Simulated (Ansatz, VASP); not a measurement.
**One calculation of BiB, two programs**

INCAR

```
PREC = Accurate
ENCUT = 500
EDIFF = 1E-6
ISMEAR = -1
SIGMA = 0.02
LREAL = F
LASPH = T
NELM = 200
ALGO = Normal
ISIF = 2
LWAVE = F
LCHARG = F
ISPIN = 2
MAGMOM = 0 0
LORBIT = 11
GGA = PS
NBANDS = 20
GGA_COMPAT = F
```

File KPOINTS:

```
regular mesh
0
Gamma
  6 6 6
```

The input POSCAR:

```
BiB
1.0
    0.0000000000      2.6268329274      2.6268329274
    2.6268329274      0.0000000000      2.6268329274
    2.6268329274      2.6268329274      0.0000000000
B Bi
1 1
Direct
    0.0000000000      0.0000000000      0.0000000000
    0.5000000000      0.5000000000      0.5000000000
```

Input for Ansatz:

```yaml
crystal:
  lattice:
    - [0.0, 2.6268329274, 2.6268329274]
    - [2.6268329274, 0.0, 2.6268329274]
    - [2.6268329274, 2.6268329274, 0.0]
  atoms:
    - { symbol: B, position: [0.0, 0.0, 0.0] }
    - { symbol: Bi, position: [0.5, 0.5, 0.5] }
kpoints:
  mp_grid: { grid: [6, 6, 6] }
hamiltonian:
  xc: pbesol
scf:
  occupations: { method: fermi_dirac, width: 0.02 }
  n_extra_bands: 4
  max_iter: 80
output:
  forces: true
  stress: true
  eigenvalues: true
magnetization:
  spin_polarized: true
  initial_magnetization: 0.5
```

Alike in both runs: task single point; functional PBEsol; k mesh 6 × 6 × 6; occupations fermi-dirac, width 0.02 eV; collinear spin.

|  | VASP | Ansatz |
| --- | --- | --- |
| version | VASP 6.6.1 | Ansatz 0.2.0 |
| potentials or method | VASP PAW PBE potentials, release 64 (B, Bi_d) | plane waves |
| plane-wave cutoff (eV) | 500 | 420 |
| valence electrons in the cell | 18 | 18 |

|  | VASP | Ansatz | Ansatz less VASP |
| --- | --- | --- | --- |
| gap on the k mesh at the Fermi level (eV) | none | none | - |
| pressure (GPa) | -2.1 | -2.1 | -0.03 |
| net moment per atom (μB) | 0.00 | 0.00 | 0.000 |

VASP's potentials were made for PBE, not for PBEsol. A gap of «none» marks a metal or a gap that the smearing closes. With one functional, cell and mesh, what is left measures potentials, basis and numerics. Ansatz's warnings: moment headroom below auto, seeded moment not kept.

Spin-orbit coupling is off throughout.
